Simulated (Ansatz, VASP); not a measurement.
**One calculation of Cu, two programs**

```
CELL_PARAMETERS angstrom
1.27136 0.73402 4.05257
-1.27136 0.73402 4.05257
0.00000 -1.46804 4.05257
ATOMIC_POSITIONS crystal
Cu 0.25000 0.25000 0.25000
Cu 0.75000 0.75000 0.75000
```

Alike in both runs: functional PBEsol; k mesh 6 × 6 × 6; occupations gaussian, width 0.1 eV; no spin polarisation.

Ansatz relaxed the structure, and its values are those at the end. VASP's run is a single point on that final structure, the one shown.

```csv
,VASP,Ansatz
version,VASP 6.6.1,Ansatz 0.2.0
potentials or method,"VASP PAW PBE potentials, release 64 (Cu), cutoff 600 eV","scalar-relativistic, plane waves, PAW"
valence electrons in the cell,22,38
```

Ansatz gave:

* gap on the k mesh at the Fermi level (eV): none
* pressure (GPa): 0.0

Question: What did VASP give for the same quantities?

Answer: gap on the k mesh at the Fermi level (eV): none; pressure (GPa): 0.8.

VASP's potentials were made for PBE, not for PBEsol. A gap of «none» marks a metal or a gap that the smearing closes. VASP's potentials hold 22 valence electrons a cell and Ansatz's 38, so a difference there can come from the potentials and not from the codes.

The k mesh is coarse, so the values compare programs but aren't converged.
